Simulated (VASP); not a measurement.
# SnTe: relaxation of cell and atoms with PBE+D3(BJ)

The system is SnTe.

```
Sn Te
1.0
     0.00000    3.15650    3.15650
     3.15650    0.00000    3.15650
     3.15650    3.15650    0.00000
Sn Te
1 1
Direct
  0.00000 0.00000 0.00000
  0.50000 0.50000 0.50000
```

- Program: VASP 6.6.1
- Task: relaxation of cell and atoms
- Functional: PBE
- Dispersion: D3(BJ)
- Potentials or basis: VASP PAW PBE potentials, release 64 (Sn_d, Te)
- Cutoff: 500 eV
- k mesh: 10 × 10 × 10
- Occupations: gaussian, width 0.01 eV
- Spin: no spin polarisation
- Dipole correction: no
- Further INCAR settings: ALGO = Normal; EDIFF = 1e-07; IBRION = 2; EDIFFG = -0.005; NSW = 100; ISIF = 3

```
Relaxed volume                         : 31.37 Å³/atom
Relaxed cell                           : a = 4.460 Å, b = 4.460 Å, c = 4.460 Å, α = 60.00°, β = 60.00°, γ = 60.00°
Space group after relaxing (to 0.05 Å) : Fm-3m (No. 225)
Energy gained by relaxing              : 0.0 meV/atom
Ionic steps                            : 3
Pressure after relaxing                : 0.0 GPa
Band gap on the k mesh                 : 0.09 eV, direct
Dispersion energy per atom             : -0.400 eV
```

Final structure:
```
Sn Te
1.0
     0.00000    3.15381    3.15381
     3.15381    0.00000    3.15381
     3.15381    3.15381    0.00000
Sn Te
1 1
Direct
  0.00000 0.00000 0.00000
  0.50000 0.50000 0.50000
```

Levels at points of the mesh, in eV from the valence-band top:
| k point | band 8 | band 9 | band 10 | band 11 | band 12 | band 13 |
| --- | --- | --- | --- | --- | --- | --- |
| (0.00, 0.00, 0.00) | -2.15 | -2.15 | -2.15 | 3.33 | 3.33 | 3.33 |
| (0.50, 0.00, 0.00) | -1.82 | -1.82 | 0.00 | 0.09 | 0.36 | 0.36 |
| (0.50, 0.50, 0.00) | -5.57 | -3.75 | -3.75 | 2.17 | 4.90 | 4.90 |

Wall time 74 s on 1 thread of Intel Xeon 6975P-C (shared host), peak memory 0.24 GiB.

Caveat: spin-orbit coupling is left out, which moves the levels of the heavy elements. A k mesh can miss the band edges.
